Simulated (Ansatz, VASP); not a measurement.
## Two plane-wave programs on HfNbTe4

```
Hf Nb Te
1.0
     4.95388    0.00000    0.00000
     0.00000    4.95388    0.00000
     0.00000    0.00000    6.97333
Hf Nb Te
1 1 4
Direct
  0.00000 0.00000 0.50000
  0.50000 0.50000 0.00000
  0.00000 0.50000 0.24327
  0.50000 0.00000 0.24327
  0.00000 0.50000 0.75673
  0.50000 0.00000 0.75673
```

Change from the starting cell: species swapped into the BaSrI4 type (P4/mmm, No. 123).

Alike in both runs: functional PBE; k mesh 4 × 4 × 4; occupations gaussian, width 0.1 eV; no spin polarisation.

Ansatz relaxed the structure, and its values are those at the end. VASP's run is a single point on that final structure, the one shown.

|  | VASP | Ansatz |
| --- | --- | --- |
| version | VASP 6.6.1 | Ansatz 0.2.0 |
| potentials or method | VASP PAW PBE potentials, release 64 (Hf_pv, Nb_sv, Te), cutoff 520 eV | scalar-relativistic, plane waves, PAW |
| valence electrons in the cell | 47 | 103 |

|  | VASP | Ansatz | Ansatz less VASP |
| --- | --- | --- | --- |
| gap on the k mesh at the Fermi level (eV) | none | none | - |
| pressure (GPa) | -0.2 | 0.0 | +0.15 |
| rms of the force components (eV/Å) | 0.005 | 0.000 | -0.0046 |

A gap of «none» marks a metal or a gap that the smearing closes. The functional is the same, so the differences come from potentials, cutoffs and numerics. VASP's potentials hold 47 valence electrons a cell and Ansatz's 103, so a difference there can come from the potentials and not from the codes.

Spin-orbit coupling is off throughout.
